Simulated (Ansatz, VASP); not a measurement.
# One calculation of NaI, two programs

Contents of INCAR:

```
SYSTEM = NaI
PREC     = Accurate       ! precision mode
ENCUT    = 520            ! plane-wave cutoff, eV
EDIFF    = 1E-6           ! SCF threshold, eV
ISMEAR   = 0              ! smearing method
SIGMA    = 0.05           ! smearing width, eV
LREAL    = .False.        ! projectors in reciprocal space
LASPH    = .True.         ! aspherical terms in the spheres
NELM     = 80             ! most SCF steps
ALGO     = Normal         ! electronic algorithm
ISIF     = 2              ! what is computed and relaxed
LWAVE    = .False.        ! write WAVECAR
LCHARG   = .False.        ! write CHGCAR
GGA      = PE             ! functional
NBANDS   = 14             ! bands
```

KPOINTS

```
Automatic mesh
0
Gamma
  6 6 6
  0 0 0
```

File POSCAR:

```
NaI
1.0
    0.0000000000      3.2364000000      3.2364000000
    3.2364000000      0.0000000000      3.2364000000
    3.2364000000      3.2364000000      0.0000000000
Na I
1 1
Direct
    0.0000000000      0.0000000000      0.0000000000
    0.4227536769      0.5772463231      0.4227536769
```

Input for Ansatz:

```yaml
crystal:
  lattice:
    - [0.0, 3.2364, 3.2364]
    - [3.2364, 0.0, 3.2364]
    - [3.2364, 3.2364, 0.0]
  atoms:
    - { symbol: Na, position: [0.0, 0.0, 0.0] }
    - { symbol: I, position: [0.4227536769, 0.5772463231, 0.4227536769] }
basis:
  ecutwfc: 420
kpoints:
  mp_grid: { grid: [6, 6, 6] }
hamiltonian:
  xc: pbe
scf:
  occupations: { method: gaussian, width: 0.05 }
output:
  forces: true
  stress: true
  eigenvalues: true
```

Change from the starting cell: all I atoms moved -0.500 Å, as atom 2 along Cartesian [0 1 0].

Alike in both runs: task single point; functional PBE; k mesh 6 × 6 × 6; occupations gaussian, width 0.05 eV; no spin polarisation.

|  | VASP | Ansatz |
| --- | --- | --- |
| version | VASP 6.6.1 | Ansatz 0.2.0 |
| potentials or method | VASP PAW PBE potentials, release 64 (Na_pv, I), cutoff 520 eV | scalar-relativistic, plane waves, PAW |
| valence electrons in the cell | 14 | 26 |

```csv
,VASP,Ansatz,Ansatz less VASP
gap on the k mesh at the Fermi level (eV),3.68,3.68,+0.004
least direct gap on the mesh (eV),3.68,3.68,+0.004
pressure (GPa),2.0,2.0,-0.02
"traceless stress, the component that is largest in VASP (GPa)",3.64,3.61,-0.030
rms of the force components (eV/Å),0.537,0.532,-0.0047
```

Atom by atom the forces differ by 0.005 eV/Å (rms over components). VASP's potentials hold 14 valence electrons a cell and Ansatz's 26, so a difference there can come from the potentials and not from the codes.

Neither program's run includes spin-orbit coupling.
